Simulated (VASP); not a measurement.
Runs of VASP 6.6.1 on Ag. The structure is that of space group I4/mmm (No. 139), or close to it. The cells are those of the table. 

```csv
cell,gap on the mesh (eV),pressure (GPa)
"a = 2.758 Å, angles 112.9, 112.9, 102.7°, 1 atom",none,6.2
"a = 2.872 Å, angles 112.8, 112.8, 103.0°, 1 atom",none,(b)
"a = 2.832 Å, angles 111.7, 111.7, 105.1°, 1 atom",none,-4.0
"a = 2.717 Å, angles 111.8, 111.8, 104.9°, 1 atom",none,12.5
"a = 2.793 Å, angles 107.3, 107.3, 113.9°, 1 atom",none,0.4
"a = 2.872 Å, angles 106.3, 106.3, 115.9°, 1 atom",none,(a)
"a = 2.800 Å, angles 114.1, 114.1, 100.6°, 1 atom",none,0.8
```

Alike in all rows: task single point; level PBEsol; potentials or basis VASP PAW PBE potentials, release 64 (Ag); no spin polarisation; k mesh 20 × 20 × 20; cutoff (eV) 520; smearing gaussian 0.15 eV.

Fill in the values left out.

(a) -6.9; (b) -7.1.

Caveats: the PAW data sets were made with another functional, which shifts forces and pressure a little; the cell stands under tension (at least some runs); the cell stands under pressure (at least some runs).

A k mesh can miss the band edges, and the runs leave out spin-orbit coupling on Ag.

A gap of «none» marks levels without a gap at the run's occupations.
